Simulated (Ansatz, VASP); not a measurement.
BN: VASP beside Ansatz

Contents of INCAR:

```
PREC     = Accurate       # precision mode
ENCUT    = 520            # plane-wave cutoff, eV
EDIFF    = 1E-6           # SCF threshold, eV
ISMEAR   = 0              # smearing method
SIGMA    = 0.05           # smearing width, eV
LREAL    = F              # projectors in reciprocal space
LASPH    = T              # aspherical terms in the spheres
NELM     = 60             # most SCF steps
ALGO     = Normal         # electronic algorithm
ISIF     = 2              # what is computed and relaxed
LWAVE    = F              # write WAVECAR
LCHARG   = F              # write CHGCAR
GGA      = PE             # functional
NBANDS   = 36             # bands
```

The input KPOINTS:

```
regular mesh
0
Gamma
  10 10 2
```

POSCAR

```
BN
1.0
   -2.5545800960      0.0000000000      0.0000000000
   -1.2772900480     -2.2123312592      0.0000000000
   -1.2771623190     -0.7373700087     12.6735436055
B N
6 6
Direct
    0.6458625412      0.6458625412      0.0624186182
    0.5347625412      0.5347625412      0.3957519516
    0.4236625412      0.4236625412      0.7290852849
    0.0347792079      0.0347792079      0.8957519516
    0.2569792079      0.2569792079      0.2290852849
    0.1458792079      0.1458792079      0.5624186182
    0.3541819021      0.3541819021      0.9375480484
    0.5763819021      0.5763819021      0.2708813818
    0.4652819021      0.4652819021      0.6042147151
    0.0763985688      0.0763985688      0.7708813818
    0.2985985688      0.2985985688      0.1042147151
    0.1874985688      0.1874985688      0.4375480484
```

Input for Ansatz:

```yaml
crystal:
  lattice:
    - [-2.554580096, 0.0, 0.0]
    - [-1.277290048, -2.2123312592, 0.0]
    - [-1.277162319, -0.7373700087, 12.6735436055]
  atoms:
    - { symbol: B, position: [0.6458625412, 0.6458625412, 0.0624186182] }
    - { symbol: B, position: [0.5347625412, 0.5347625412, 0.3957519516] }
    - { symbol: B, position: [0.4236625412, 0.4236625412, 0.7290852849] }
    - { symbol: B, position: [0.0347792079, 0.0347792079, 0.8957519516] }
    - { symbol: B, position: [0.2569792079, 0.2569792079, 0.2290852849] }
    - { symbol: B, position: [0.1458792079, 0.1458792079, 0.5624186182] }
    - { symbol: "N", position: [0.3541819021, 0.3541819021, 0.9375480484] }
    - { symbol: "N", position: [0.5763819021, 0.5763819021, 0.2708813818] }
    - { symbol: "N", position: [0.4652819021, 0.4652819021, 0.6042147151] }
    - { symbol: "N", position: [0.0763985688, 0.0763985688, 0.7708813818] }
    - { symbol: "N", position: [0.2985985688, 0.2985985688, 0.1042147151] }
    - { symbol: "N", position: [0.1874985688, 0.1874985688, 0.4375480484] }
basis:
  ecutwfc: 420
kpoints:
  mp_grid: { grid: [10, 10, 2] }
hamiltonian:
  xc: pbe
scf:
  occupations: { method: gaussian, width: 0.05 }
output:
  forces: true
  stress: true
  eigenvalues: true
```

Alike in both runs: task single point; functional PBE; k mesh 10 × 10 × 2; occupations gaussian, width 0.05 eV; no spin polarisation.

|  | VASP | Ansatz |
| --- | --- | --- |
| version | VASP 6.6.1 | Ansatz 0.2.0 |
| potentials or method | VASP PAW PBE potentials, release 64 (B, N), cutoff 520 eV | scalar-relativistic, plane waves, PAW |
| valence electrons in the cell | 48 | 48 |

|  | VASP | Ansatz | Ansatz less VASP |
| --- | --- | --- | --- |
| gap on the k mesh at the Fermi level (eV) | 2.13 | 2.13 | +0.001 |
| least direct gap on the mesh (eV) | 2.62 | 2.62 | +0.005 |
| pressure (GPa) | 4.2 | 4.0 | -0.22 |
| traceless stress, the component that is largest in VASP (GPa) | 21.10 | 21.19 | +0.087 |
| rms of the force components (eV/Å) | 0.878 | 0.879 | +0.0019 |

Atom by atom the forces differ by 0.003 eV/Å (rms over components). With one functional, cell and mesh, what is left measures potentials, basis and numerics.
